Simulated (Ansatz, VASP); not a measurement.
**Two plane-wave programs on Ni**

INCAR

```
PREC     = Accurate       # precision mode
ENCUT    = 520            # plane-wave cutoff, eV
EDIFF    = 1E-7           # SCF threshold, eV
ISMEAR   = -1             # smearing method
SIGMA    = 0.1            # smearing width, eV
LREAL    = False          # projectors in reciprocal space
LASPH    = True           # aspherical terms in the spheres
NELM     = 150            # most SCF steps
ALGO     = Normal         # electronic algorithm
ISIF     = 2              # what is computed and relaxed
LWAVE    = False          # write WAVECAR
LCHARG   = False          # write CHGCAR
ISPIN    = 2              # spin polarisation
MAGMOM   = 1.5 1.5        # initial moments
LORBIT   = 11             # projections on sites
LMAXMIX  = 4              # l up to which the mixer works
GGA      = CA             # functional
NBANDS   = 21             # bands
```

KPOINTS

```
regular mesh
0
Gamma
  12 12 9
```

The input POSCAR:

```
Ni
1.0
    0.0000000000     -1.7619350000      1.7619350000
    0.0000000000      1.7619350000      1.7619350000
   -3.5238700000      0.0000000000      0.0000000000
Ni
2
Direct
    0.0000000000      0.0000000000      0.0000000000
    0.5000000000      0.5000000000      0.5000000000
```

Input for Ansatz:

```yaml
crystal:
  lattice:
    - [0.0, -1.761935, 1.761935]
    - [0.0, 1.761935, 1.761935]
    - [-3.52387, 0.0, 0.0]
  atoms:
    - { symbol: Ni, position: [0.0, 0.0, 0.0], spin: 1.5 }
    - { symbol: Ni, position: [0.5, 0.5, 0.5], spin: 1.5 }
magnetization:
  spin_polarized: true
kpoints:
  mp_grid: { grid: [12, 12, 9] }
scf:
  occupations: { method: fermi_dirac, width: 0.1 }
  lower_state_search: "off"
hamiltonian:
  xc: lda
  pseudopotentials: { kind: paw }
output:
  forces: true
  stress: true
  eigenvalues: true
  populations: true
```

Alike in both runs: task single point; functional LDA; k mesh 12 × 12 × 9; occupations fermi-dirac, width 0.1 eV; collinear spin.

|  | VASP | Ansatz |
| --- | --- | --- |
| version | VASP 6.6.1 | Ansatz 0.2.0 |
| potentials or method | VASP PAW LDA potentials, release 64 (Ni) | PAW with Ansatz's default frozen-core files, scalar-relativistic |
| plane-wave cutoff (eV) | 520 | 420 |
| valence electrons in the cell | 20 | 36 |

|  | VASP | Ansatz | Ansatz less VASP |
| --- | --- | --- | --- |
| pressure (GPa) | -17.4 | -17.5 | -0.07 |
| traceless stress, the component that is largest in VASP (GPa) | 0.05 | -0.01 | -0.058 |
| net moment per atom (μB) | 0.57 | 0.60 | +0.034 |
| size of the moment on the site where the two differ most (μB) | 0.57 | 0.63 | +0.057 |

LDA's correlation is that of Perdew and Zunger in VASP and of Perdew and Wang (1992) in Ansatz. Site moments also hang on the region over which each program counts them. VASP's potentials hold 20 valence electrons a cell and Ansatz's 36, so a difference there can come from the potentials and not from the codes.
